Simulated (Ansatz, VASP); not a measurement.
## GaN in VASP and in Ansatz

```xyz
2
Lattice="0.0000 2.2491 2.2491 2.2491 0.0000 2.2491 2.2491 2.2491 0.0000" Properties=species:S:1:pos:R:3 pbc="T T T"
Ga    0.0000    0.0000    0.0000
N     1.1246    1.1246    1.1246
```

Alike in both runs: task single point; functional LDA; k mesh 10 × 10 × 10; occupations gaussian, width 0.02 eV; no spin polarisation.

```csv
,VASP,Ansatz
version,VASP 6.6.1,Ansatz 0.2.0
potentials or method,"VASP PAW LDA potentials, release 64 (Ga_d, N), cutoff 600 eV","scalar-relativistic, plane waves, PAW"
valence electrons in the cell,18,18
```

|  | VASP | Ansatz | Ansatz less VASP |
| --- | --- | --- | --- |
| gap on the k mesh at the Fermi level (eV) | 1.79 | 1.77 | -0.015 |
| least direct gap on the mesh (eV) | 1.79 | 1.77 | -0.015 |
| pressure (GPa) | -4.5 | -5.5 | -0.92 |

LDA's correlation is that of Perdew and Zunger in VASP and of Perdew and Wang (1992) in Ansatz.
